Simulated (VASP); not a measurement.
# Ta in VASP: further runs, part 2 of 2

VASP 6.6.1. The steps go on from the part before.

## (3) Single point, PBE

This run uses another cell than the first one, of 18.28 Å³/atom.

Input file INCAR:

```
SYSTEM = Ta
  PREC = Accurate
  ENCUT = 520
  EDIFF = 1E-7
  ISMEAR = 0
  SIGMA = 0.1
  LREAL = .FALSE.
  LASPH = .TRUE.
  NELM = 100
  ALGO = Normal
  ISIF = 2
  LWAVE = .FALSE.
  LCHARG = .TRUE.
  GGA = PE
  LELF = .TRUE.
  LVHAR = .TRUE.
  NBANDS = 78
  ISYM = 0
```

Input file KPOINTS:

```
regular mesh
0
G
  4 4 3
  0 0 0
```

Input file POSCAR:

```
Ta
1.0
    5.4891211381      0.2521509604      0.4155659922
    0.2515488209      5.4850485343     -0.4191144803
    0.4405358662     -0.4381614534      7.3731023453
Ta
12
Direct
    0.5614592633      0.3737228171      0.8001333882
    0.0614596459      0.5403919552      0.9667995355
    0.0614586703      0.2070610429      0.6334648522
    0.5614594601      0.0403907648      0.4667998810
    0.8114584341      0.1237266277      0.0501343705
    0.5614585357      0.7070597511      0.1334651255
    0.8114578605      0.7903928091      0.7168007939
    0.8114569864      0.4570612293      0.3834664515
    0.3114583161      0.6237250791      0.5501347548
    0.3114572322      0.9570603630      0.8834668294
    0.0614587936      0.8737239494      0.3001333572
    0.3114576260      0.2903912291      0.2168013773
```

Potentials or basis: VASP PAW PBE potentials, release 64 (Ta_pv).

Run with:

```sh
$ cat potpaw_PBE.64/Ta_pv/POTCAR > POTCAR
$ mpirun -np 1 vasp_std > vasp.out
```

OUTCAR:

```text
SYSTEM = Ta
   PREC = Accurate
   ENCUT = 520
   EDIFF = 1E-7
   ISMEAR = 0
   LREAL = .FALSE.
   LASPH = .TRUE.
   NELM = 100
   ISIF = 2
   GGA = PE
   ISYM = 0

 ion  position               nearest neighbor table
   1  0.561  0.374  0.800-  10 2.87   7 2.87   5 2.87   9 2.87   4 2.87   6 2.87   3 2.89   2 2.89
                             8 3.31  12 3.31   3 3.31   2 3.31   7 3.33  10 3.33
   2  0.061  0.540  0.967-   5 2.87  10 2.87   7 2.87  12 2.87  11 2.87   3 2.87   1 2.89   6 2.89
                             9 3.31   8 3.31   6 3.31   1 3.31  10 3.33   5 3.33
   3  0.061  0.207  0.633-   9 2.87   7 2.87   8 2.87  10 2.87  11 2.87   2 2.87   1 2.89   4 2.89
                            12 3.31   5 3.31   4 3.31   1 3.31   7 3.33   9 3.33
   4  0.561  0.040  0.467-   9 2.87   8 2.87   7 2.87  12 2.87   1 2.87   6 2.87  11 2.89   3 2.89
                             5 3.31  10 3.31   3 3.31  11 3.31   8 3.33   9 3.33
   5  0.811  0.124  0.050-   6 2.87   2 2.87   1 2.87  11 2.87   8 2.87   7 2.87  10 2.89  12 2.89
                             4 3.31   3 3.31  12 3.31  10 3.31   6 3.33   2 3.33
   6  0.561  0.707  0.133-   5 2.87  12 2.87  10 2.87   8 2.87   1 2.87   4 2.87  11 2.89   2 2.89
                             7 3.31   9 3.31   2 3.31  11 3.31  12 3.33   5 3.33
   7  0.811  0.790  0.717-   1 2.87   3 2.87   4 2.87   2 2.87   8 2.87   5 2.87   9 2.89  10 2.89
                             6 3.31  11 3.31  10 3.31   9 3.31   1 3.33   3 3.33
   8  0.811  0.457  0.383-  11 2.87   4 2.87   3 2.87   6 2.87   5 2.87   7 2.87   9 2.89  12 2.89
                             2 3.31   1 3.31  12 3.31   9 3.31   4 3.33  11 3.33
   9  0.311  0.624  0.550-   3 2.87   4 2.87   1 2.87  11 2.87  10 2.87  12 2.87   8 2.89   7 2.89
                             2 3.31   6 3.31   7 3.31   8 3.31   4 3.33   3 3.33
  10  0.311  0.957  0.883-   1 2.87   2 2.87   6 2.87   3 2.87   9 2.87  12 2.87   5 2.89   7 2.89
                             4 3.31  11 3.31   7 3.31   5 3.31   2 3.33   1 3.33
  11  0.061  0.874  0.300-   8 2.87  12 2.87   5 2.87   9 2.87   2 2.87   3 2.87   4 2.89   6 2.89
                            10 3.31   7 3.31   6 3.31   4 3.31  12 3.33   8 3.33
  12  0.311  0.290  0.217-  11 2.87   6 2.87   4 2.87   2 2.87  10 2.87   9 2.87   5 2.89   8 2.89
                             3 3.31   1 3.31   5 3.31   8 3.31   6 3.33  11 3.33

IMPORTANT INFORMATION: All symmetrisations will be switched off!
[... 159 lines left out ...]
  ext. energy  EPLUGINS =         0.00000000
  ---------------------------------------------------
  free energy    TOTEN  =      -141.82436972 eV

  energy without entropy =     -141.75960888  energy(sigma->0) =     -141.79198930

 E-fermi :   5.3937     XC(G=0): -12.5418

 val. band max:        5.3930472066   @ k =   0.2500  -0.2500   0.3333
 cond. band min:       5.3989996971   @ k =   0.5000  -0.2500   0.3333
 fundamental gap:      0.0059524906
 Fermi energy:         5.3937027295

 k-point     1 :       0.0000    0.0000    0.0000
  band No.  band energies     occupation
      1     -28.8901      2.00000
      2     -28.6807      2.00000
      3     -28.6807      2.00000
      4     -28.6728      2.00000
      5     -28.6727      2.00000
      6     -28.6426      2.00000
[... 1933 lines left out ...]
     77       8.7355      0.00000
     78       8.7854      0.00000

 [... further k-points ...]

------------------------ aborting loop because EDIFF is reached ----------------------------------------

  FORCE on cell =-STRESS in cart. coord.  units (eV):
  Direction    XX          YY          ZZ          XY          YZ          ZX
  --------------------------------------------------------------------------------------
  -------------------------------------------------------------------------------------
  Total        0.2873557      0.2568533      0.1377946     -0.0243151      0.0716036     -0.1079012
  in kB        2.0982560      1.8755287      1.0061690     -0.1775476      0.5228456     -0.7878887
  external PRESSURE =       1.6599845 kB  Pullay stress =       0.0000000 kB

 VOLUME and BASIS-vectors are now :
 -----------------------------------------------------------------------------
  energy-cutoff  :      520.00
  volume of cell :      219.42
      direct lattice vectors                 reciprocal lattice vectors
     5.489121138  0.252150960  0.415565992     0.183477235 -0.009294276 -0.011514922
     0.251548821  5.485048534 -0.419114480    -0.009302888  0.183616676  0.011467629
     0.440535866 -0.438161453  7.373102345    -0.010870034  0.010961301  0.136928990

 POSITION                                       TOTAL-FORCE (eV/Angst)
 -----------------------------------------------------------------------------------
      3.52841      1.84087      5.97616        -0.000053      0.000085      0.000041
      0.89920      2.55596      6.92737        -0.000013      0.000017     -0.000068
      0.66850      0.87368      4.60936         0.000000     -0.000070      0.000118
      3.29772      0.15858      3.65816        -0.000010      0.000058     -0.000076
      4.50740      0.86129      0.65500        -0.000045     -0.000070      0.000013
      3.31857      3.96135      0.92104         0.000004     -0.000037      0.000102
      4.96879      4.22588      5.29099         0.000046     -0.000005     -0.000103
      4.73809      2.54359      2.97299         0.000035     -0.000045      0.000039
      2.10888      3.25865      3.92422        -0.000026     -0.000010      0.000006
      2.33957      4.94096      6.24220         0.000035     -0.000033      0.000017
      0.68936      4.67641      1.87226        -0.000041      0.000030      0.000044
      1.87818      1.57635      1.60622         0.000066      0.000080     -0.000133
 -----------------------------------------------------------------------------------
    total drift:                               -0.001245     -0.000625      0.000053

  FREE ENERGIE OF THE ION-ELECTRON SYSTEM (eV)
  ---------------------------------------------------
  free  energy   TOTEN  =      -141.8243697177 eV

  energy  without entropy=     -141.7596088792  energy(sigma->0) =     -141.79198930
```

stdout:

```text
POSCAR found type information on POSCAR Ta
 POSCAR found :  1 types and      12 ions
 scaLAPACK will be used
 LDA part: xc-table for (Slater+PW92), standard interpolation
 POSCAR, INCAR and KPOINTS ok, starting setup
 FFT: planning ... GRIDC
 FFT: planning ... GRID_SOFT
 FFT: planning ... GRID
 WAVECAR not read
 entering main loop
```

Run time: 8.2 min. Hardware: 1 thread of Oxide Virtual Turin-like, shared host; peak memory 0.44 GiB.

What came out:

```yaml
Free_energy: -141.8244 eV
Pressure: 0.2 GPa
Band_gap_on_the_k_mesh: zero (bands 66 and 67 overlap by 0.58 eV)
```

Caveat: spin-orbit coupling is left out, which moves the levels of the heavy elements.
